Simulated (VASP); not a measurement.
A run of VASP 6.6.1 is set up as follows.

The input INCAR:

```
PREC = Accurate
ENCUT = 520
EDIFF = 1E-7
ISMEAR = -1
SIGMA = 0.05
LREAL = F
LASPH = T
NELM = 150
ALGO = Normal
ISIF = 2
LWAVE = F
LCHARG = F
ISPIN = 2
MAGMOM = 1.5
LORBIT = 11
LMAXMIX = 4
NBANDS = 15
```

The input KPOINTS:

```
regular mesh
0
Gamma
  20 20 20
```

File POSCAR:

```
Ni
1.0
    0.0000000000      1.7738236312      1.7738236312
    1.7738236312      0.0000000000      1.7738236312
    1.7738236312      1.7738236312      0.0000000000
Ni
1
Direct
    0.0000000000      0.0000000000      0.0000000000
```

Potentials or basis: VASP PAW LDA potentials, release 64 (Ni).

The run is started by

```sh
$ cat potpaw_LDA.64/Ni/POTCAR > POTCAR
$ mpirun -np 1 vasp_std > vasp.out
```

**Question.** Estimate the pressure.

**Answer.** -20.7 GPa.

**Question.** Estimate the net moment.

**Answer.** 0.61 μB per cell.
